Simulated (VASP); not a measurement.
Input of a VASP 6.6.1 run:

File INCAR:

```
SYSTEM = CdSe
PREC = Accurate
ENCUT = 520
EDIFF = 1E-7
ISMEAR = -1
SIGMA = 0.1
LREAL = .False.
LASPH = .True.
NELM = 60
ALGO = Normal
ISIF = 2
LWAVE = .False.
LCHARG = .True.
GGA = PE
LELF = .True.
LVHAR = .True.
NBANDS = 16
```

KPOINTS

```
Automatic mesh
0
Gamma
  14 14 14
  0 0 0
```

POSCAR

```
CdSe
1.0
    0.0000000000      2.3509711582      2.3509711582
    2.3509711582      0.0000000000      2.3509711582
    2.3509711582      2.3509711582      0.0000000000
Cd Se
1 1
Direct
    0.0000000000      0.0000000000      0.0000000000
    0.5000000000      0.5000000000      0.5000000000
```

Potentials or basis: VASP PAW PBE potentials, release 64 (Cd, Se).

The run is started by

```bash
$ cat potpaw_PBE.64/Cd/POTCAR potpaw_PBE.64/Se/POTCAR > POTCAR
$ mpirun -np 1 vasp_std > vasp.out
```

(1) Estimate the pressure.

(2) What does it give for the band gap on the k mesh?

Answers

(1) 154.3 GPa.

(2) zero (bands 9 and 10 overlap by 1.06 eV).

Caveat: the cell stands under pressure.
